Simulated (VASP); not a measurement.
# Ge (Fd-3m) in VASP: notebook, part 2 of 2

VASP 6.6.1. The steps go on from the part before.

**6. Single point, r2SCAN**

POSCAR reads:

```
Ge
1.0
    0.0000000000      2.8360149687      2.8360149687
    2.8360149687      0.0000000000      2.8360149687
    2.8360149687      2.8360149687      0.0000000000
Ge
2
Direct
    0.5000000000      0.5000000000      0.5000000000
    0.7500000000      0.7500000000      0.7500000000
```

INCAR.step1 reads:

```
ALGO     = Normal         # electronic algorithm
EDIFF    = 1E-4           # SCF threshold, eV
ENCUT    = 520            # plane-wave cutoff, eV
GGA      = PE             # functional
ISMEAR   = -1             # smearing method
LASPH    = True           # aspherical terms in the spheres
LCHARG   = False          # write CHGCAR
LREAL    = False          # projectors in reciprocal space
LWAVE    = True           # write WAVECAR
NBANDS   = 21             # bands
NELM     = 100            # most SCF steps
PREC     = Accurate       # precision mode
SIGMA    = 0.05           # smearing width, eV
```

INCAR.step2 reads:

```
ALGO     = Normal         # electronic algorithm
EDIFF    = 1E-6           # SCF threshold, eV
ENCUT    = 520            # plane-wave cutoff, eV
ISIF     = 2              # what is computed and relaxed
ISMEAR   = -1             # smearing method
ISTART   = 1            
LASPH    = True           # aspherical terms in the spheres
LCHARG   = False          # write CHGCAR
LMIXTAU  = True         
LREAL    = False          # projectors in reciprocal space
LWAVE    = False          # write WAVECAR
METAGGA  = R2SCAN         # meta-GGA
NBANDS   = 21             # bands
NELM     = 100            # most SCF steps
PREC     = Accurate       # precision mode
SIGMA    = 0.05           # smearing width, eV
```

KPOINTS reads:

```
k-points
0
Gamma
  6 6 6
```

Potentials or basis: VASP PAW PBE potentials, release 64 (Ge_d).

Started as:

```sh
> cat potpaw_PBE.64/Ge_d/POTCAR > POTCAR
> cp INCAR.step1 INCAR
> mpirun -np 1 vasp_std > vasp.out
> cp INCAR.step2 INCAR
> mpirun -np 1 vasp_std > vasp.out
```

OUTCAR:

```text
EDIFF = 1E-6
   ENCUT = 520
   ISIF = 2
   ISMEAR = -1
   ISTART = 1
   LASPH = True
   LREAL = False
   METAGGA = R2SCAN
   NELM = 100
   PREC = Accurate

 ion  position               nearest neighbor table
   1  0.500  0.500  0.500-   2 2.46   2 2.46   2 2.46   2 2.46
   2  0.750  0.750  0.750-   1 2.46   1 2.46   1 2.46   1 2.46

  LATTYP: Found a face centered cubic cell.
 ALAT       =     5.6720299374

  Lattice vectors:

 A1 = (   0.0000000000,   2.8360149687,   2.8360149687)
 A2 = (   2.8360149687,   0.0000000000,   2.8360149687)
 A3 = (   2.8360149687,   2.8360149687,   0.0000000000)

Analysis of symmetry for initial positions (statically):
=====================================================================
 Subroutine PRICEL returns:
 Original cell was already a primitive cell.

 Routine SETGRP: Setting up the symmetry group for a
 face centered cubic supercell.

 Subroutine GETGRP returns: Found 48 space group operations
 (whereof 24 operations were pure point group operations)
 out of a pool of 48 trial point group operations.

The static configuration has the point symmetry T_d .
 The point group associated with its full space group is O_h .

Analysis of symmetry for dynamics (positions and initial velocities):
=====================================================================
 Subroutine PRICEL returns:
 Original cell was already a primitive cell.

 Routine SETGRP: Setting up the symmetry group for a
 face centered cubic supercell.

 Subroutine GETGRP returns: Found 48 space group operations
 (whereof 24 operations were pure point group operations)
 out of a pool of 48 trial point group operations.

The dynamic configuration has the point symmetry T_d .
 The point group associated with its full space group is O_h .

 Subroutine INISYM returns: Found 48 space group operations
 (whereof 24 operations are pure point group operations),
 and found     1 'primitive' translations

----------------------------------------------------------------------------------------

                                     Primitive cell

  volume of cell :      45.6200

  direct lattice vectors                    reciprocal lattice vectors
     0.000000000  2.836014969  2.836014969    -0.176303724  0.176303724  0.176303724
     2.836014969  0.000000000  2.836014969     0.176303724 -0.176303724  0.176303724
     2.836014969  2.836014969  0.000000000     0.176303724  0.176303724 -0.176303724

  length of vectors
     4.010730832  4.010730832  4.010730832     0.305367007  0.305367007  0.305367007

  position of ions in fractional coordinates (direct lattice)
     0.500000000  0.500000000  0.500000000
     0.750000000  0.750000000  0.750000000

  ion indices of the primitive-cell ions
   primitive index   ion index
                 1           1
                 2           2

----------------------------------------------------------------------------------------

 KPOINTS: k-points

Automatic generation of k-mesh.
 Grid dimensions read from file:
 generate k-points for:    6    6    6

 Generating k-lattice:

  Cartesian coordinates                     Fractional coordinates (reciprocal lattice)
    -0.029383954  0.029383954  0.029383954     0.166666667  0.000000000  0.000000000
     0.029383954 -0.029383954  0.029383954     0.000000000  0.166666667  0.000000000
     0.029383954  0.029383954 -0.029383954     0.000000000  0.000000000  0.166666667

  Length of vectors
     0.050894501  0.050894501  0.050894501

  Shift w.r.t. Gamma in fractional coordinates (k-lattice)
     0.000000000  0.000000000  0.000000000

 Subroutine IBZKPT returns following result:
 ===========================================

 Found     16 irreducible k-points:

 Following reciprocal coordinates:
            Coordinates               Weight
  0.000000  0.000000  0.000000      1.000000
  0.166667  0.000000  0.000000      8.000000
  0.333333  0.000000  0.000000      8.000000
  0.500000  0.000000  0.000000      4.000000
  0.166667  0.166667  0.000000      6.000000
  0.333333  0.166667  0.000000     24.000000
[... 8 lines left out ...]
 -0.333333  0.333333  0.166667     24.000000
 -0.333333  0.500000  0.166667     12.000000
   k-points           NKPTS =     16   k-points in BZ     NKDIM =     16   number of bands    NBANDS=     21
   number of dos      NEDOS =    301   number of ions     NIONS =      2
   total plane-waves  NPLWV =  27000
   dimension x,y,z NGX =    30 NGY =   30 NGZ =   30
   dimension x,y,z NGXF=    60 NGYF=   60 NGZF=   60
   ions per type =               2
   NGX,Y,Z   is equivalent  to a cutoff of  12.44, 12.44, 12.44 a.u.
   NGXF,Y,Z  is equivalent  to a cutoff of  24.87, 24.87, 24.87 a.u.
 SYSTEM =  unknown system
   PREC   = accura    normal or accurate (medium, high low for compatibility)
   ISTART =      1    job   : 0-new  1-cont  2-samecut
   ICHARG =      0    charge: 1-file 2-atom 10-const
   ISPIN  =      1    spin polarized calculation?
   LNONCOLLINEAR =      F non collinear calculations
   LSORBIT =      F    spin-orbit coupling
   LASPH  =      T    aspherical Exc in radial PAW
   ENCUT  =  520.0 eV  38.22 Ry    6.18 a.u.   7.46  7.46  7.46*2*pi/ulx,y,z
   NELM   =    100;   NELMIN=  2; NELMDL=  0     # of ELM steps
   EDIFF  = 0.1E-05   stopping-criterion for ELM
   LREAL  =      F    real-space projection
   EDIFFG = 0.1E-04   stopping-criterion for IOM
   NSW    =      0    number of steps for IOM
   IBRION =     -1    ionic relax: 0-MD 1-quasi-New 2-CG
   NFREE  =      0    steps in history (QN), initial steepest desc. (CG)
   ISIF   =      2    stress and relaxation
   ISYM   =      2    0-nonsym 1-usesym 2-fastsym
   POTIM  = 0.5000    time-step for ionic-motion
   TEBEG  =    0.0;   TEEND  =   0.0 temperature during run
   PSTRESS=    0.0 pullay stress
   NELECT =      28.0000    total number of electrons
   NUPDOWN=      -1.0000    fix difference up-down
   EMIN   =  10.00;   EMAX   =-10.00  energy-range for DOS
   EFERMI =   0.00;   METHOD = LEGACY
   ISMEAR =    -1;   SIGMA  =   0.05  broadening in eV -4-tet -1-fermi 0-gaus
   EFERMI_NEDOS =   21; number of points for ismear=-14 and -15
   IALGO  =     38    algorithm
   IMIX   =      4    mixing-type and parameters
     AMIX     =   0.40;   BMIX     =  1.00
     AMIX_MAG =   1.60;   BMIX_MAG =  1.00
  volume/ion in A,a.u.               =      22.81       153.93
  Fermi-wavevector in a.u.,A,eV,Ry     =   1.391262  2.629104 26.335580  1.935611
  Thomas-Fermi vector in A             =   2.515118
   LORBIT       =      0    0 simple, 1 ext, 2 COOP (PROOUT), +10 PAW based schemes
   METAGGA = R2SCAN    functional components
   LHFCALC =     F    Hartree Fock is set to
   AEXX    =    0.0000 exact exchange contribution
   IVDW    =     0    specifies the selected vdW correction
   LEPSILON=     F    determine dielectric tensor
   LRPA    =     F    only Hartree local field effects (RPA)
 non-spin polarized calculation
  energy-cutoff  :      520.00
  volume of cell :       45.62
 maximum number of plane-waves:      1247
 NGX is ok and might be reduce to    30
   NGX = 15   NGY = 15   NGZ = 15

 number of electron      28.0000016 magnetization

 Free energy of the ion-electron system (eV)
  ---------------------------------------------------
  ext. energy  EPLUGINS =         0.00000000
  ---------------------------------------------------
  free energy    TOTEN  =       -27.70528091 eV

  energy without entropy =      -27.70493051  energy(sigma->0) =      -27.70510571

 E-fermi :   4.9146     XC(G=0): -10.7753

 val. band max:        4.7347185183   @ k =   0.0000   0.0000   0.0000
 cond. band min:       5.0675297571   @ k =   0.0000   0.0000   0.0000
 fundamental gap:      0.3328112388
 Fermi energy:         4.9146032569

 k-point     1 :       0.0000    0.0000    0.0000
  band No.  band energies     occupation
      1     -20.7485      2.00000
      2     -20.7485      2.00000
      3     -20.7485      2.00000
      4     -20.7099      2.00000
      5     -20.7098      2.00000
      6     -20.4964      2.00000
[... 13 lines left out ...]
     20      14.6464      0.00000
     21      14.6465      0.00000
[... 337 lines left out ...]
 k-point    16 :      -0.3333    0.5000    0.1667
  band No.  band energies     occupation
      1     -20.7942      2.00000
      2     -20.7942      2.00000
      3     -20.6650      2.00000
      4     -20.6650      2.00000
      5     -20.5947      2.00000
      6     -20.5947      2.00000
[... 13 lines left out ...]
     20      16.3611      0.00000
     21      18.3571      0.00000

------------------------ aborting loop because EDIFF is reached ----------------------------------------

  FORCE on cell =-STRESS in cart. coord.  units (eV):
  Direction    XX          YY          ZZ          XY          YZ          ZX
  --------------------------------------------------------------------------------------
  -------------------------------------------------------------------------------------
  Total        0.0148588      0.0148588      0.0148588      0.0000000      0.0000000     -0.0000000
  in kB        0.5218431      0.5218431      0.5218431      0.0000000      0.0000000     -0.0000000
  external PRESSURE =       0.5218431 kB  Pullay stress =       0.0000000 kB

 VOLUME and BASIS-vectors are now :
 -----------------------------------------------------------------------------
  energy-cutoff  :      520.00
  volume of cell :       45.62
      direct lattice vectors                 reciprocal lattice vectors
     0.000000000  2.836014969  2.836014969    -0.176303724  0.176303724  0.176303724
     2.836014969  0.000000000  2.836014969     0.176303724 -0.176303724  0.176303724
     2.836014969  2.836014969  0.000000000     0.176303724  0.176303724 -0.176303724

 POSITION                                       TOTAL-FORCE (eV/Angst)
 -----------------------------------------------------------------------------------
      2.83601      2.83601      2.83601        -0.000000      0.000000     -0.000000
      4.25402      4.25402      4.25402         0.000000     -0.000000      0.000000
 -----------------------------------------------------------------------------------
    total drift:                                0.000000     -0.000000     -0.000000

  FREE ENERGIE OF THE ION-ELECTRON SYSTEM (eV)
  ---------------------------------------------------
  free  energy   TOTEN  =       -27.7052809088 eV

  energy  without entropy=      -27.7049305116  energy(sigma->0) =      -27.70510571
```

Wall time 2.1 min (1 thread of Intel Xeon 8259CL, shared host); peak memory 0.17 GiB.

What came out:

```
Free energy            : -27.7053 eV
Pressure               : 0.1 GPa
Band gap on the k mesh : 0.33 eV
```

Caveat: the PAW data sets were made with another functional, which shifts forces and pressure a little.

**7. Summary**

```csv
k mesh,gap on the mesh (eV),pressure (GPa)
2 × 2 × 2,0.38,5.8
3 × 3 × 3,0.35,1.1
4 × 4 × 4,0.34,0.2
5 × 5 × 5,0.33,0.1
6 × 6 × 6,0.33,0.1
```

Alike in all rows: task single point; level r2SCAN; potentials or basis VASP PAW PBE potentials, release 64 (Ge_d); no spin polarisation; cell as given; cutoff (eV) 520; smearing fermi-dirac 0.05 eV.

Caveats: some runs use coarse meshes; the PAW data sets were made with another functional, which shifts forces and pressure a little; an odd mesh through Γ misses points on the zone boundary, where band edges can lie (at least some runs).

Absolute energies hang on the potentials; compare differences alone.
